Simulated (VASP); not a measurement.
# CoCl2O2 (C2/m) in VASP: single point with PBE

Aim: the single point of CoCl2O2 with PBE.

All numbers are computed with VASP 6.6.1; they aren't measurements. Logs are shortened: lines on timing, memory, paths and dates and some standing lists are left out, and cuts for length are marked.

### 1 The cell of the first run

The structure is monoclinic, space group C2/m (No. 12). Conventional cell: a = 7.162 Å, b = 7.854 Å, c = 3.483 Å, α = 90.00°, β = 96.93°, γ = 90.00°. Co (site symmetry 2/m) has 2 O at 1.63 Å within 2.2 Å. Cl (site symmetry m) has 2 Co at 2.38 to 2.45 Å and 4 O at 2.88 to 2.94 Å within 3.1 Å. Within 2.2 Å of O (site symmetry 2) lie 1 Co at 1.63 Å.

### 2 Single point, PBE, collinear spin, ferromagnetic start

File INCAR:

```
  PREC = Accurate
  ENCUT = 700
  EDIFF = 1E-6
  ISMEAR = -1
  SIGMA = 0.005
  LREAL = False
  LASPH = True
  NELM = 200
  ALGO = Normal
  ISIF = 2
  LWAVE = False
  LCHARG = True
  ISPIN = 2
  MAGMOM = 2 0 0 0 0
  LORBIT = 11
  LMAXMIX = 4
  GGA = PE
  LELF = True
  LVHAR = True
  NBANDS = 34
  GGA_COMPAT = False
```

File KPOINTS:

```
regular mesh
0
Gamma
  4 4 7
```

File POSCAR:

```
CoCl2O2
1.0
    3.5808710000     -3.9269530000      0.0000000000
    3.5808710000      3.9269530000      0.0000000000
   -0.4203970000      0.0000000000      3.4576140000
Co Cl O
1 2 2
Direct
    0.0000000000      0.0000000000      0.0000000000
    0.7655230000      0.7655230000      0.4279410000
    0.2344770000      0.2344770000      0.5720590000
    0.7918370000      0.2081630000      0.0000000000
    0.2081630000      0.7918370000      0.0000000000
```

Potentials or basis: VASP PAW PBE potentials, release 64 (Co_sv, Cl, O).

Launch:

```sh
$ cat potpaw_PBE.64/Co_sv/POTCAR potpaw_PBE.64/Cl/POTCAR potpaw_PBE.64/O/POTCAR > POTCAR
$ mpirun -np 1 vasp_std > vasp.out
```

OUTCAR:

```text
PREC = Accurate
   ENCUT = 700
   EDIFF = 1E-6
   ISMEAR = -1
   LREAL = False
   LASPH = True
   NELM = 200
   ISIF = 2
   ISPIN = 2
   LORBIT = 11
   GGA = PE

 ion  position               nearest neighbor table
   1  0.000  0.000  0.000-   4 1.63   5 1.63   2 2.38   3 2.38   3 2.45   2 2.45
   2  0.766  0.766  0.428-   1 2.38   1 2.45
   3  0.234  0.234  0.572-   1 2.38   1 2.45
   4  0.792  0.208  0.000-   1 1.63
   5  0.208  0.792  0.000-   1 1.63

  LATTYP: Found a base centered monoclinic cell.
 ALAT       =     7.1617420000
 B/A-ratio  =     1.0966474358
 C/A-ratio  =     0.4863449989
 COS(beta)  =    -0.1206970018

  Lattice vectors:

 A1 = (   3.5808710000,  -3.9269530000,   0.0000000000)
 A2 = (   3.5808710000,   3.9269530000,   0.0000000000)
 A3 = (  -0.4203970000,   0.0000000000,   3.4576140000)

Analysis of symmetry for initial positions (statically):
=====================================================================
 Subroutine PRICEL returns:
 Original cell was already a primitive cell.

 Routine SETGRP: Setting up the symmetry group for a
 base centered monoclinic supercell.

 Subroutine GETGRP returns: Found  4 space group operations
 (whereof  4 operations were pure point group operations)
 out of a pool of  4 trial point group operations.

The static configuration has the point symmetry C_2h.

Analysis of symmetry for dynamics (positions and initial velocities):
=====================================================================
 Subroutine PRICEL returns:
 Original cell was already a primitive cell.

 Routine SETGRP: Setting up the symmetry group for a
 base centered monoclinic supercell.

 Subroutine GETGRP returns: Found  4 space group operations
 (whereof  4 operations were pure point group operations)
 out of a pool of  4 trial point group operations.

The dynamic configuration has the point symmetry C_2h.

Analysis of structural, dynamic, and magnetic symmetry:
=====================================================================
 Subroutine PRICEL returns:
 Original cell was already a primitive cell.

 Routine SETGRP: Setting up the symmetry group for a
 base centered monoclinic supercell.

 Subroutine GETGRP returns: Found  4 space group operations
 (whereof  4 operations were pure point group operations)
 out of a pool of  4 trial point group operations.

The overall configuration has the point symmetry C_2h.

 Subroutine INISYM returns: Found  4 space group operations
 (whereof  4 operations are pure point group operations),
 and found     1 'primitive' translations

----------------------------------------------------------------------------------------

                                     Primitive cell

  volume of cell :      97.2413

  direct lattice vectors                    reciprocal lattice vectors
     3.580871000 -3.926953000  0.000000000     0.139630833 -0.127325181  0.016977136
     3.580871000  3.926953000  0.000000000     0.139630833  0.127325181  0.016977136
    -0.420397000  0.000000000  3.457614000     0.000000000  0.000000000  0.289216784

  length of vectors
     5.314470527  5.314470527  3.483077405     0.189727948  0.189727948  0.289216784

  position of ions in fractional coordinates (direct lattice)
     0.000000000  0.000000000  0.000000000
     0.765523000  0.765523000  0.427941000
     0.234477000  0.234477000  0.572059000
     0.791837000  0.208163000  0.000000000
     0.208163000  0.791837000  0.000000000

  ion indices of the primitive-cell ions
   primitive index   ion index
                 1           1
                 2           2
                 3           3
                 4           4
                 5           5

----------------------------------------------------------------------------------------

 KPOINTS: regular mesh

Automatic generation of k-mesh.
 Grid dimensions read from file:
 generate k-points for:    4    4    7

 Generating k-lattice:

  Cartesian coordinates                     Fractional coordinates (reciprocal lattice)
     0.034907708 -0.031831295  0.004244284     0.250000000  0.000000000  0.000000000
     0.034907708  0.031831295  0.004244284     0.000000000  0.250000000  0.000000000
     0.000000000  0.000000000  0.041316683     0.000000000  0.000000000  0.142857143

  Length of vectors
     0.047431987  0.047431987  0.041316683

  Shift w.r.t. Gamma in fractional coordinates (k-lattice)
     0.000000000  0.000000000  0.000000000

 Subroutine IBZKPT returns following result:
 ===========================================

 Found     37 irreducible k-points:

 Following reciprocal coordinates:
            Coordinates               Weight
  0.000000  0.000000  0.000000      1.000000
  0.250000  0.000000 -0.000000      4.000000
  0.500000  0.000000 -0.000000      2.000000
  0.250000  0.250000 -0.000000      2.000000
  0.500000  0.250000 -0.000000      4.000000
 -0.250000  0.250000  0.000000      2.000000
[... 16 lines left out ...]
  0.500000  0.250000  0.285714      4.000000
 -0.250000  0.250000  0.285714      4.000000
 [... further k-points ...]
   k-points           NKPTS =     37   k-points in BZ     NKDIM =     37   number of bands    NBANDS=     34
   number of dos      NEDOS =    301   number of ions     NIONS =      5
   total plane-waves  NPLWV =  69120
   dimension x,y,z NGX =    48 NGY =   48 NGZ =   30
   dimension x,y,z NGXF=    96 NGYF=   96 NGZF=   60
   ions per type =               1   2   2
   NGX,Y,Z   is equivalent  to a cutoff of  15.02, 15.02, 14.32 a.u.
   NGXF,Y,Z  is equivalent  to a cutoff of  30.03, 30.03, 28.64 a.u.
 SYSTEM =  unknown system
   PREC   = accura    normal or accurate (medium, high low for compatibility)
   ISTART =      0    job   : 0-new  1-cont  2-samecut
   ICHARG =      2    charge: 1-file 2-atom 10-const
   ISPIN  =      2    spin polarized calculation?
   LNONCOLLINEAR =      F non collinear calculations
   LSORBIT =      F    spin-orbit coupling
   LASPH  =      T    aspherical Exc in radial PAW
   ENCUT  =  700.0 eV  51.45 Ry    7.17 a.u.  11.46 11.46  7.51*2*pi/ulx,y,z
   NELM   =    200;   NELMIN=  2; NELMDL= -5     # of ELM steps
   EDIFF  = 0.1E-05   stopping-criterion for ELM
   LREAL  =      F    real-space projection
[... 7 lines left out ...]
   TEBEG  =    0.0;   TEEND  =   0.0 temperature during run
   PSTRESS=    0.0 pullay stress
   NELECT =      43.0000    total number of electrons
   NUPDOWN=      -1.0000    fix difference up-down
   EMIN   =  10.00;   EMAX   =-10.00  energy-range for DOS
   EFERMI =   0.00;   METHOD = LEGACY
   ISMEAR =    -1;   SIGMA  =   0.01  broadening in eV -4-tet -1-fermi 0-gaus
   EFERMI_NEDOS =   21; number of points for ismear=-14 and -15
   IALGO  =     38    algorithm
   IMIX   =      4    mixing-type and parameters
     AMIX     =   0.40;   BMIX     =  1.00
     AMIX_MAG =   1.60;   BMIX_MAG =  1.00
  volume/ion in A,a.u.               =      19.45       131.24
  Fermi-wavevector in a.u.,A,eV,Ry     =   1.247232  2.356927 21.165066  1.555588
  Thomas-Fermi vector in A             =   2.381374
   LORBIT       =     11    0 simple, 1 ext, 2 COOP (PROOUT), +10 PAW based schemes
   GGA     = PE    functional components
   LHFCALC =     F    Hartree Fock is set to
   AEXX    =    0.0000 exact exchange contribution
   IVDW    =     0    specifies the selected vdW correction
   LEPSILON=     F    determine dielectric tensor
   LRPA    =     F    only Hartree local field effects (RPA)
 spin polarized calculation
  energy-cutoff  :      700.00
  volume of cell :       97.24
 maximum number of plane-waves:      4111
 NGX is ok and might be reduce to    48
   NGX = 23   NGY = 23   NGZ = 15

 number of electron      42.9999994 magnetization       0.9976579

 Free energy of the ion-electron system (eV)
  ---------------------------------------------------
  ext. energy  EPLUGINS =         0.00000000
  ---------------------------------------------------
  free energy    TOTEN  =       -20.82308027 eV

  energy without entropy =      -20.82254757  energy(sigma->0) =      -20.82281392

 E-fermi :   0.1846     XC(G=0):  -8.6430

 val. band max:        0.1813860857   @ k =   0.2500   0.2500   0.2857
 cond. band min:       0.1848400347   @ k =  -0.2500  -0.2500   0.4286
 fundamental gap:      0.0034539490
 Fermi energy:         0.1846351342

 spin component 1

 k-point     1 :       0.0000    0.0000    0.0000
  band No.  band energies     occupation
      1     -96.9536      1.00000
      2     -61.0152      1.00000
      3     -59.7597      1.00000
      4     -59.7165      1.00000
      5     -17.7678      1.00000
      6     -16.8141      1.00000
[... 25 lines left out ...]
     32      13.5060      0.00000
     33      14.2360      0.00000

 k-point     2 :       0.2500    0.0000   -0.0000
  band No.  band energies     occupation
      1     -96.9536      1.00000
      2     -61.0152      1.00000
      3     -59.7597      1.00000
      4     -59.7165      1.00000
      5     -17.7474      1.00000
      6     -16.8289      1.00000
[... 25 lines left out ...]
     32      12.7380      0.00000
     33      13.3191      0.00000
[... 754 lines left out ...]
     32      12.2412      0.00000
     33      12.5483      0.00000

 k-point    24 :      -0.2500    0.2500    0.2857
  band No.  band energies     occupation
      1     -96.9536      1.00000
      2     -61.0151      1.00000
      3     -59.7609      1.00000
      4     -59.7167      1.00000
      5     -17.6506      1.00000
      6     -16.7959      1.00000
[... 25 lines left out ...]
     32      11.9677      0.00000
     33      12.5867      0.00000

 [... further k-points ...]

 spin component 2

 k-point     1 :       0.0000    0.0000    0.0000
  band No.  band energies     occupation
      1     -95.8868      1.00000
      2     -60.1730      1.00000
      3     -58.6479      1.00000
      4     -58.5529      1.00000
      5     -17.7678      1.00000
      6     -16.8334      1.00000
[... 25 lines left out ...]
     32      13.5175      0.00000
     33      14.2485      0.00000

 k-point     2 :       0.2500    0.0000   -0.0000
  band No.  band energies     occupation
      1     -95.8868      1.00000
      2     -60.1730      1.00000
      3     -58.6479      1.00000
      4     -58.5529      1.00000
      5     -17.7477      1.00000
      6     -16.8480      1.00000
[... 25 lines left out ...]
     32      12.7529      0.00000
     33      13.4217      0.00000
[... 754 lines left out ...]
     32      12.2985      0.00000
     33      12.5995      0.00000

 k-point    24 :      -0.2500    0.2500    0.2857
  band No.  band energies     occupation
      1     -95.8867      1.00000
      2     -60.1729      1.00000
      3     -58.6489      1.00000
      4     -58.5534      1.00000
      5     -17.6516      1.00000
      6     -16.8152      1.00000
[... 25 lines left out ...]
     32      12.0707      0.00000
     33      12.6375      0.00000

 [... further k-points ...]

 [bands above 33 left out]

------------------------ aborting loop because EDIFF is reached ----------------------------------------

  FORCE on cell =-STRESS in cart. coord.  units (eV):
  Direction    XX          YY          ZZ          XY          YZ          ZX
  --------------------------------------------------------------------------------------
  -------------------------------------------------------------------------------------
  Total       -0.4690407     -1.6554279     -0.4978759      0.0000000      0.0000000     -0.1287366
  in kB       -7.7280559    -27.2753267     -8.2031535      0.0000000      0.0000000     -2.1211022
  external PRESSURE =     -14.4021787 kB  Pullay stress =       0.0000000 kB

 VOLUME and BASIS-vectors are now :
 -----------------------------------------------------------------------------
  energy-cutoff  :      700.00
  volume of cell :       97.24
      direct lattice vectors                 reciprocal lattice vectors
     3.580871000 -3.926953000  0.000000000     0.139630833 -0.127325181  0.016977136
     3.580871000  3.926953000  0.000000000     0.139630833  0.127325181  0.016977136
    -0.420397000  0.000000000  3.457614000     0.000000000  0.000000000  0.289216784

 POSITION                                       TOTAL-FORCE (eV/Angst)
 -----------------------------------------------------------------------------------
      0.00000      0.00000      0.00000         0.000000      0.000000     -0.000000
      5.30257      0.00000      1.47965         0.231834      0.000000      0.100784
      1.43877      0.00000      1.97796        -0.231834      0.000000     -0.100784
      3.58087     -2.29206      0.00000        -0.000000     -0.631401      0.000000
      3.58087      2.29206      0.00000         0.000000      0.631401     -0.000000
 -----------------------------------------------------------------------------------
    total drift:                                0.000000     -0.000000      0.000000

  FREE ENERGIE OF THE ION-ELECTRON SYSTEM (eV)
  ---------------------------------------------------
  free  energy   TOTEN  =       -20.8230802737 eV

  energy  without entropy=      -20.8225475735  energy(sigma->0) =      -20.82281392

 total charge

# of ion       s       p       d       tot
------------------------------------------
    1        2.231   6.211   6.521  14.964
    2        1.618   3.406   0.000   5.024
    3        1.618   3.406   0.000   5.024
    4        1.615   3.196   0.000   4.811
    5        1.615   3.196   0.000   4.811
--------------------------------------------------
tot          8.697  19.417   6.521  34.635

 magnetization (x)

# of ion       s       p       d       tot
------------------------------------------
    1        0.001   0.004   0.836   0.841
    2        0.004   0.060   0.000   0.064
    3        0.004   0.060   0.000   0.064
    4        0.000  -0.013   0.000  -0.013
    5        0.000  -0.013   0.000  -0.013
--------------------------------------------------
tot          0.009   0.098   0.836   0.944
```

It took 6.7 min on 1 thread of Intel Xeon Platinum 8488C (Sapphire Rapids), shared host; peak memory 0.46 GiB.

What came out:

```
Free energy                                           : -20.8231 eV
Pressure                                              : -1.4 GPa
Largest force                                         : 0.631 eV/Å
Band gap on the k mesh                                : zero (filled and empty bands overlap)
Net moment                                            : 1.00 μB per cell
Site moments                                          : Co +0.84; Cl +0.06; O -0.01 μB
Valence electrons inside the program's atomic spheres : Co 14.96; Cl 5.02; O 4.81
```

Forces in eV/Å, atoms in the order of the input:
```
Co   0.000  0.000  0.000
Cl   0.232  0.000  0.101
Cl  -0.232  0.000 -0.101
O    0.000 -0.631  0.000
O    0.000  0.631  0.000
```

Caveat: a cell with one magnetic atom can't hold antiferromagnetic order, which such compounds often take; semilocal functionals often make such compounds metallic where correlation or magnetic order opens a gap, which also shifts bond lengths. With open d or f shells a metallic result of PBE can be an artefact of self-interaction; +U or a hybrid may open a gap.
